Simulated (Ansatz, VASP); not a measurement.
# Two plane-wave programs on Sc

The input INCAR:

```
ALGO = Fast
EDIFF = 1E-6
ENCUT = 520
GGA = PE
ISIF = 2
ISMEAR = 0
LASPH = True
LCHARG = True
LELF = True
LREAL = False
LVHAR = True
LWAVE = False
NBANDS = 18
NELM = 60
PREC = Accurate
SIGMA = 0.1
```

File KPOINTS:

```
k-points
0
Gamma
  14 10 8
```

The input POSCAR:

```
Sc
1.0
    3.4512430462      0.0000000000      0.0000000000
    0.0000000000      4.0762811303      0.0000000000
   -1.6687555365      0.0000000000      4.9565552429
Sc
2
Direct
    0.8654037300      0.2500000000      0.2298331700
    0.1345962700      0.7500000000      0.7701668300
```

Input for Ansatz:

```yaml
crystal:
  lattice:
    - [3.4512430462, 0.0, 0.0]
    - [0.0, 4.0762811303, 0.0]
    - [-1.6687555365, 0.0, 4.9565552429]
  atoms:
    - { symbol: Sc, position: [0.86540373, 0.25, 0.22983317] }
    - { symbol: Sc, position: [0.13459627, 0.75, 0.77016683] }
basis:
  ecutwfc: 420
kpoints:
  mp_grid: { grid: [14, 10, 8] }
hamiltonian:
  xc: pbe
scf:
  occupations: { method: gaussian, width: 0.1 }
output:
  forces: true
  stress: true
  eigenvalues: true
```

Alike in both runs: task single point; functional PBE; k mesh 14 × 10 × 8; occupations gaussian, width 0.1 eV; no spin polarisation.

|  | VASP | Ansatz |
| --- | --- | --- |
| version | VASP 6.6.1 | Ansatz 0.2.0 |
| potentials or method | VASP PAW PBE potentials, release 64 (Sc_sv), cutoff 520 eV | scalar-relativistic, plane waves, PAW |
| valence electrons in the cell | 22 | 22 |

Ansatz gave:

| Property | Result |
| --- | --- |
| gap on the k mesh at the Fermi level (eV) | none |
| pressure (GPa) | -8.4 |
| traceless stress, the component that is largest in VASP (GPa) | -2.33 |
| rms of the force components (eV/Å) | 0.329 |

Question: Which values does VASP return?

Answer: gap on the k mesh at the Fermi level (eV): none; pressure (GPa): -8.4; traceless stress, the component that is largest in VASP (GPa): -2.33; rms of the force components (eV/Å): 0.328.

Atom by atom the forces differ by 0.001 eV/Å (rms over components). A gap of «none» marks a metal or a gap that the smearing closes. The functional is the same, so the differences come from potentials, cutoffs and numerics.
